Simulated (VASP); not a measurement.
# GaN in VASP: a series of runs

The runs below take GaN through relaxation of cell and atoms, single point, with r2SCAN.

Everything below comes from runs of VASP 6.6.1. Logs are shortened: lines on timing, memory, paths and dates and some standing lists are left out, and cuts for length are marked.

### Step 1. The cell of the first run

It takes space group P6_3mc (No. 186, hexagonal). The conventional cell has a = 2.979 Å, b = 2.979 Å, c = 4.853 Å, α = 90.00°, β = 90.00°, γ = 120.00°. Ga (site symmetry 3m) has 4 N at 1.82 to 1.83 Å within 2.4 Å. Within 2.4 Å of N (site symmetry 3m) lie 4 Ga at 1.82 to 1.83 Å.

### Step 2. Relaxation of cell and atoms, r2SCAN, target pressure 60 GPa, at which the enthalpy is minimised

Input file POSCAR:

```
GaN
1.0
    2.9791109775      0.0000000000      0.0000000000
   -1.4895554887      2.5799857873      0.0000000000
    0.0000000000      0.0000000000      4.8533401592
Ga N
2 2
Direct
    0.6666666667      0.3333333333      0.4992820252
    0.3333333333      0.6666666667      0.9992820252
    0.6666666667      0.3333333333      0.8757179748
    0.3333333333      0.6666666667      0.3757179748
```

Input file INCAR.step1:

```
SYSTEM = GaN
PREC     = Accurate       ! precision mode
ENCUT    = 600            ! plane-wave cutoff, eV
ISMEAR   = 0              ! smearing method
SIGMA    = 0.02           ! smearing width, eV
LREAL    = .False.        ! projectors in reciprocal space
LASPH    = .True.         ! aspherical terms in the spheres
NELM     = 80             ! most SCF steps
GGA      = PE             ! functional
ALGO     = Normal         ! electronic algorithm
EDIFF    = 1E-4           ! SCF threshold, eV
LWAVE    = .True.         ! write WAVECAR
LCHARG   = .False.        ! write CHGCAR
```

Input file INCAR.step2:

```
SYSTEM = GaN
PREC     = Accurate       ! precision mode
ENCUT    = 600            ! plane-wave cutoff, eV
EDIFF    = 1E-7           ! SCF threshold, eV
ISMEAR   = 0              ! smearing method
SIGMA    = 0.02           ! smearing width, eV
LREAL    = .False.        ! projectors in reciprocal space
LASPH    = .True.         ! aspherical terms in the spheres
NELM     = 80             ! most SCF steps
ALGO     = Normal         ! electronic algorithm
ISIF     = 3              ! what is computed and relaxed
LWAVE    = .False.        ! write WAVECAR
LCHARG   = .False.        ! write CHGCAR
METAGGA  = R2SCAN         ! meta-GGA
LMIXTAU  = .True.       
IBRION   = 2              ! ionic algorithm
NSW      = 70             ! ionic steps
EDIFFG   = -0.008         ! ionic threshold
PSTRESS  = 600.0        
ISTART   = 1
```

Input file KPOINTS:

```
regular mesh
0
Gamma
  12 12 6
  0 0 0
```

Potentials or basis: VASP PAW PBE potentials, release 64 (Ga_d, N).

Started as:

```sh
$ cat potpaw_PBE.64/Ga_d/POTCAR potpaw_PBE.64/N/POTCAR > POTCAR
$ cp INCAR.step1 INCAR
$ mpirun -np 1 vasp_std > vasp.out
$ cp INCAR.step2 INCAR
$ mpirun -np 1 vasp_std > vasp.out
```

OUTCAR:

```text
SYSTEM = GaN
   PREC = Accurate
   ENCUT = 600
   EDIFF = 1E-7
   ISMEAR = 0
   LREAL = .False.
   LASPH = .True.
   NELM = 80
   ISIF = 3
   METAGGA = R2SCAN
   IBRION = 2
   NSW = 70
   EDIFFG = -0.008
   PSTRESS = 600.0
   ISTART = 1

 ion  position               nearest neighbor table
   1  0.667  0.333  0.499-   4 1.82   4 1.82   4 1.82   3 1.83
   2  0.333  0.667  0.999-   3 1.82   3 1.82   3 1.82   4 1.83
   3  0.667  0.333  0.876-   2 1.82   2 1.82   2 1.82   1 1.83
   4  0.333  0.667  0.376-   1 1.82   1 1.82   1 1.82   2 1.83

  LATTYP: Found a hexagonal cell.
 ALAT       =     2.9791109775
 C/A-ratio  =     1.6291236533

  Lattice vectors:

 A1 = (   2.9791109775,   0.0000000000,   0.0000000000)
 A2 = (  -1.4895554887,   2.5799857873,   0.0000000000)
 A3 = (   0.0000000000,   0.0000000000,   4.8533401592)

Analysis of symmetry for initial positions (statically):
=====================================================================
 Subroutine PRICEL returns:
 Original cell was already a primitive cell.

 Routine SETGRP: Setting up the symmetry group for a
 hexagonal supercell.

 Subroutine GETGRP returns: Found 12 space group operations
 (whereof  6 operations were pure point group operations)
 out of a pool of 24 trial point group operations.

The static configuration has the point symmetry C_3v.
 The point group associated with its full space group is C_6v.

Analysis of symmetry for dynamics (positions and initial velocities):
=====================================================================
 Subroutine PRICEL returns:
 Original cell was already a primitive cell.

 Routine SETGRP: Setting up the symmetry group for a
 hexagonal supercell.

 Subroutine GETGRP returns: Found 12 space group operations
 (whereof  6 operations were pure point group operations)
 out of a pool of 24 trial point group operations.

The dynamic configuration has the point symmetry C_3v.
 The point group associated with its full space group is C_6v.

 Subroutine INISYM returns: Found 12 space group operations
 (whereof  6 operations are pure point group operations),
 and found     1 'primitive' translations

----------------------------------------------------------------------------------------

                                     Primitive cell

  volume of cell :      37.3031

  direct lattice vectors                    reciprocal lattice vectors
     2.979110977  0.000000000  0.000000000     0.335670610  0.193799517  0.000000000
    -1.489555489  2.579985787  0.000000000     0.000000000  0.387599034  0.000000000
     0.000000000  0.000000000  4.853340159     0.000000000  0.000000000  0.206043666

  length of vectors
     2.979110977  2.979110978  4.853340159     0.387599034  0.387599034  0.206043666

  position of ions in fractional coordinates (direct lattice)
     0.666666667  0.333333333  0.499282025
     0.333333333  0.666666667  0.999282025
     0.666666667  0.333333333  0.875717975
     0.333333333  0.666666667  0.375717975

  ion indices of the primitive-cell ions
   primitive index   ion index
                 1           1
                 2           2
                 3           3
                 4           4

----------------------------------------------------------------------------------------

 KPOINTS: regular mesh

Automatic generation of k-mesh.
 Grid dimensions read from file:
 generate k-points for:   12   12    6

 Generating k-lattice:

  Cartesian coordinates                     Fractional coordinates (reciprocal lattice)
     0.027972551  0.016149960  0.000000000     0.083333333  0.000000000  0.000000000
     0.000000000  0.032299920  0.000000000     0.000000000  0.083333333  0.000000000
     0.000000000  0.000000000  0.034340611     0.000000000  0.000000000  0.166666667

  Length of vectors
     0.032299920  0.032299920  0.034340611

  Shift w.r.t. Gamma in fractional coordinates (k-lattice)
     0.000000000  0.000000000  0.000000000

 Subroutine IBZKPT returns following result:
 ===========================================

 Found     76 irreducible k-points:

 Following reciprocal coordinates:
            Coordinates               Weight
  0.000000  0.000000  0.000000      1.000000
  0.083333  0.000000  0.000000      6.000000
  0.166667  0.000000  0.000000      6.000000
  0.250000  0.000000  0.000000      6.000000
  0.333333  0.000000  0.000000      6.000000
  0.416667  0.000000  0.000000      6.000000
[... 16 lines left out ...]
  0.250000  0.000000  0.166667     12.000000
  0.333333  0.000000  0.166667     12.000000
 [... further k-points ...]
   k-points           NKPTS =     76   k-points in BZ     NKDIM =     76   number of bands    NBANDS=     22
   number of dos      NEDOS =    301   number of ions     NIONS =      4
   total plane-waves  NPLWV =  23040
   dimension x,y,z NGX =    24 NGY =   24 NGZ =   40
   dimension x,y,z NGXF=    48 NGYF=   48 NGZF=   80
   ions per type =               2   2
   NGX,Y,Z   is equivalent  to a cutoff of  13.39, 13.39, 13.70 a.u.
   NGXF,Y,Z  is equivalent  to a cutoff of  26.79, 26.79, 27.40 a.u.
 SYSTEM =  GaN
   PREC   = accura    normal or accurate (medium, high low for compatibility)
   ISTART =      1    job   : 0-new  1-cont  2-samecut
   ICHARG =      0    charge: 1-file 2-atom 10-const
   ISPIN  =      1    spin polarized calculation?
   LNONCOLLINEAR =      F non collinear calculations
   LSORBIT =      F    spin-orbit coupling
   LASPH  =      T    aspherical Exc in radial PAW
   ENCUT  =  600.0 eV  44.10 Ry    6.64 a.u.   5.95  5.95  9.69*2*pi/ulx,y,z
   NELM   =     80;   NELMIN=  2; NELMDL=  0     # of ELM steps
   EDIFF  = 0.1E-06   stopping-criterion for ELM
   LREAL  =      F    real-space projection
   EDIFFG = -.8E-02   stopping-criterion for IOM
   NSW    =     70    number of steps for IOM
   IBRION =      2    ionic relax: 0-MD 1-quasi-New 2-CG
   NFREE  =      1    steps in history (QN), initial steepest desc. (CG)
   ISIF   =      3    stress and relaxation
   ISYM   =      2    0-nonsym 1-usesym 2-fastsym
   POTIM  = 0.5000    time-step for ionic-motion
   TEBEG  =    0.0;   TEEND  =   0.0 temperature during run
   PSTRESS=  600.0 pullay stress
   NELECT =      36.0000    total number of electrons
   NUPDOWN=      -1.0000    fix difference up-down
   EMIN   =  10.00;   EMAX   =-10.00  energy-range for DOS
   EFERMI =   0.00;   METHOD = LEGACY
   ISMEAR =     0;   SIGMA  =   0.02  broadening in eV -4-tet -1-fermi 0-gaus
   EFERMI_NEDOS =   21; number of points for ismear=-14 and -15
   IALGO  =     38    algorithm
   IMIX   =      4    mixing-type and parameters
     AMIX     =   0.40;   BMIX     =  1.00
     AMIX_MAG =   1.60;   BMIX_MAG =  1.00
  volume/ion in A,a.u.               =       9.33        62.93
  Fermi-wavevector in a.u.,A,eV,Ry     =   1.617810  3.057217 35.610638  2.617308
  Thomas-Fermi vector in A             =   2.712174
   LORBIT       =      0    0 simple, 1 ext, 2 COOP (PROOUT), +10 PAW based schemes
   METAGGA = R2SCAN    functional components
   LHFCALC =     F    Hartree Fock is set to
   AEXX    =    0.0000 exact exchange contribution
   IVDW    =     0    specifies the selected vdW correction
   LEPSILON=     F    determine dielectric tensor
   LRPA    =     F    only Hartree local field effects (RPA)
 conjugate gradient relaxation of ions
 non-spin polarized calculation
 Gauss-broadening in eV      SIGMA  =   0.02
  energy-cutoff  :      600.00
  volume of cell :       37.30
 maximum number of plane-waves:      1272
 NGX is ok and might be reduce to    24
   NGX = 11   NGY = 11   NGZ = 19

--------------------------------------- Ionic step        1  -------------------------------------------

 number of electron      36.0000012 magnetization

 Free energy of the ion-electron system (eV)
  ---------------------------------------------------
  ext. energy  EPLUGINS =         0.00000000
  ---------------------------------------------------
  free energy    TOTEN  =       -42.45906796 eV

  energy without entropy =      -42.45906796  energy(sigma->0) =      -42.45906796

------------------------ aborting loop because EDIFF is reached ----------------------------------------

  FORCE on cell =-STRESS in cart. coord.  units (eV):
  Direction    XX          YY          ZZ          XY          YZ          ZX
  --------------------------------------------------------------------------------------
  -------------------------------------------------------------------------------------
  Total       14.3342177     14.3342177     14.3386652      0.0000000      0.0000000      0.0000000
  in kB      615.6584617    615.6584618    615.8494834      0.0000000      0.0000000      0.0000000
  external PRESSURE =      15.7221356 kB  Pullay stress =     600.0000000 kB
[... 185 lines left out ...]
  enthalpy is  TOTEN    =       -28.4901993256 eV   P V=       14.0215400956

--------------------------------------- Ionic step        6  -------------------------------------------

 number of electron      36.0000010 magnetization

 Free energy of the ion-electron system (eV)
  ---------------------------------------------------
  ext. energy  EPLUGINS =         0.00000000
  ---------------------------------------------------
  free energy    TOTEN  =       -42.51140432 eV

  energy without entropy =      -42.51140432  energy(sigma->0) =      -42.51140432

 E-fermi :   7.6110     XC(G=0): -13.8624

 val. band max:        7.4838681465   @ k =   0.0000   0.0000   0.0000
 cond. band min:      11.1514636167   @ k =   0.0000   0.0000   0.0000
 fundamental gap:      3.6675954702
 Fermi energy:         7.6110169869

 k-point     1 :       0.0000    0.0000    0.0000
  band No.  band energies     occupation
      1     -11.2534      2.00000
      2      -9.6482      2.00000
      3      -6.6949      2.00000
      4      -6.6683      2.00000
      5      -6.6683      2.00000
      6      -6.5476      2.00000
[... 574 lines left out ...]
      6      -6.2828      2.00000
[... 14 lines left out ...]
     21      16.1559      0.00000
     22      17.8134      0.00000

 [... further k-points ...]
[... 5 lines left out ...]
  --------------------------------------------------------------------------------------
  -------------------------------------------------------------------------------------
  Total       14.0260182     14.0260182     14.0025232      0.0000000      0.0000000      0.0000000
  in kB      600.2069479    600.2069480    599.2015392      0.0000000      0.0000000      0.0000000
  external PRESSURE =      -0.1281883 kB  Pullay stress =     600.0000000 kB
[... 19 lines left out ...]
  FREE ENERGIE OF THE ION-ELECTRON SYSTEM (eV)
  ---------------------------------------------------
  free  energy   TOTEN  =       -42.5114043217 eV

  energy  without entropy=      -42.5114043217  energy(sigma->0) =      -42.51140432

  enthalpy is  TOTEN    =       -28.4902222272 eV   P V=       14.0211820945

 reached required accuracy - stopping structural energy minimisation
```

It took 13 min on 1 thread of AMD EPYC 9R45 (Zen 5), shared host; peak memory 0.19 GiB.

What came out:

| Property | Result |
| --- | --- |
| Free energy | -42.5114 eV |
| Relaxed volume | 9.36 Å³/atom |
| Relaxed cell | a = 2.981 Å, b = 2.981 Å, c = 4.865 Å, α = 90.00°, β = 90.00°, γ = 120.00° |
| Space group after relaxing (to 0.1 Å) | P6_3mc (No. 186) |
| Energy change on relaxing (the run minimises the enthalpy) | -13.1 meV/atom |
| Ionic steps | 6 |
| Pressure after relaxing | 60.0 GPa |
| Largest force after relaxing | 0.005 eV/Å |
| Band gap on the k mesh | 3.67 eV |

Forces on the atoms (eV/Å):
```
Ga   0.000  0.000  0.005
Ga   0.000  0.000  0.005
N    0.000  0.000 -0.005
N    0.000  0.000 -0.005
```

The path:
| step | energy change (eV) | largest force (eV/Å) | pressure (GPa) | volume (Å³) |
| --- | --- | --- | --- | --- |
| 1 | 0.0000 | 0.0316 | 61.57 | 37.30 |
| 2 | -0.1821 | 0.0356 | 56.01 | 37.80 |
| 3 | -0.0540 | 0.0118 | 59.94 | 37.45 |
| 4 | -0.0529 | 0.0123 | 59.97 | 37.44 |
| 5 | -0.0527 | 0.0093 | 59.98 | 37.44 |
| 6 | -0.0523 | 0.0053 | 59.99 | 37.44 |

Final structure:
```
Ga N
1.0
     2.98104    0.00000    0.00000
    -1.49052    2.58165    0.00000
     0.00000    0.00000    4.86495
Ga N
2 2
Cartesian
  1.4905 0.8606 2.4306
  0.0000 1.7211 4.8631
  1.4905 0.8606 4.2587
  0.0000 1.7211 1.8262
```

Levels at points of the mesh, in eV from the valence-band top:
```tsv
k point	band 14	band 15	band 16	band 17	band 18	band 19	band 20	band 21	band 22
(0.00, 0.00, 0.00)	-1.34	-1.34	-0.09	0.00	0.00	3.67	6.19	11.11	11.79
(0.50, 0.00, 0.00)	-6.22	-5.30	-3.63	-2.90	-1.31	6.15	6.73	7.63	11.09
(0.00, 0.00, 0.50)	-4.37	-0.69	-0.69	-0.69	-0.69	6.08	6.08	10.26	10.26
(0.50, 0.00, 0.50)	-7.92	-2.56	-2.56	-2.45	-2.45	5.46	5.46	9.64	9.64
```

Caveat: the cell is relaxed towards a set pressure, so the run minimises the enthalpy, not the energy; the PAW data sets were made with another functional, which shifts forces and pressure a little. A k mesh can miss the band edges.

[end of part 1 of 2]
